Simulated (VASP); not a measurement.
Here is a VASP 6.6.1 calculation.

File INCAR:

```
SYSTEM = Mo6C
ALGO     = Normal         ! electronic algorithm
DIPOL    = 0.5 0.5 0.334
EDIFF    = 1E-7           ! SCF threshold, eV
ENCUT    = 520            ! plane-wave cutoff, eV
GGA      = PE             ! functional
IDIPOL   = 3            
ISIF     = 2              ! what is computed and relaxed
ISMEAR   = 0              ! smearing method
LASPH    = .True.         ! aspherical terms in the spheres
LCHARG   = .False.        ! write CHGCAR
LDIPOL   = .True.       
LREAL    = .False.        ! projectors in reciprocal space
LWAVE    = .False.        ! write WAVECAR
NBANDS   = 53             ! bands
NELM     = 100            ! most SCF steps
PREC     = Accurate       ! precision mode
SIGMA    = 0.1            ! smearing width, eV
```

The input KPOINTS:

```
k-points
0
Gamma
  6 6 1
  0 0 0
```

Contents of POSCAR:

```
Mo6C
1.0
    4.4695765307      0.0000000000      0.0000000000
   -2.2347882654      3.8707668198      0.0000000000
    0.0000000000      0.0000000000     19.7595667302
Mo C
6 1
Direct
    0.6666666667      0.3333333333      0.2024335885
    0.3333333333      0.6666666667      0.2486060831
    0.0000000000      0.0000000000      0.2947785778
    0.6666666667      0.3333333333      0.3368821123
    0.3333333333      0.6666666667      0.3779725567
    0.0000000000      0.0000000000      0.4180034331
    0.0000000000      0.6666666667      0.4626696528
```

Potentials or basis: VASP PAW PBE potentials, release 64 (Mo_sv, C).

Run with:

```bash
$ cat potpaw_PBE.64/Mo_sv/POTCAR potpaw_PBE.64/C/POTCAR > POTCAR
$ mpirun -np 1 vasp_std > vasp.out
```

Problem. What does it give for the largest force?

Solution. 5.062 eV/Å.

Problem. Estimate the band gap on the k mesh.

Solution. Zero (bands 44 and 45 overlap by 0.09 eV).

Forces in eV/Å, atoms in the order of the input:
```
Mo   0.133  0.040  2.073
Mo  -0.169 -0.020 -0.819
Mo   0.418 -0.193 -2.812
Mo  -0.574 -0.147 -0.636
Mo  -0.090  0.420  1.002
Mo  -2.448  4.164  1.158
C    2.730 -4.263  0.034
```
